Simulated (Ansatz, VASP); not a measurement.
## Sb in VASP and in Ansatz

```
CELL_PARAMETERS angstrom
2.12567 1.21218 3.72704
-2.17553 1.23368 3.74854
-0.00630 -2.50202 3.75642
ATOMIC_POSITIONS crystal
Sb 0.23364 0.23364 0.23364
Sb 0.76636 0.76636 0.76636
```

Change from the starting cell: equal xy, yz and zx shear strains of -1 %, crystal datasets.

Alike in both runs: task electric field gradients; functional PBE; k mesh 9 × 9 × 9; occupations fermi-dirac, width 0.05 eV; no spin polarisation.

|  | VASP | Ansatz |
| --- | --- | --- |
| version | VASP 6.6.1 | Ansatz 0.2.0 |
| potentials or method | VASP PAW PBE potentials, release 64 (Sb), cutoff 520 eV | all-electron PAW with datasets made for the crystal, scalar-relativistic |

Ansatz gave:

```
pressure (GPa)                                                : 3.1
traceless stress, the component that is largest in VASP (GPa) : 0.63
rms of the force components (eV/Å)                            : 0.119
size of Vzz on the site where it differs most (V/Å²)          : 51.1
```

**Question.** What did VASP give for the same quantities?

**Answer.** Pressure (GPa): 3.2; traceless stress, the component that is largest in VASP (GPa): 0.64; rms of the force components (eV/Å): 0.145; size of Vzz on the site where it differs most (V/Å²): 47.0.

Atom by atom the forces differ by 0.026 eV/Å (rms over components). Ansatz ran all-electron here, and VASP with PAW potentials.

Neither program's run includes spin-orbit coupling.
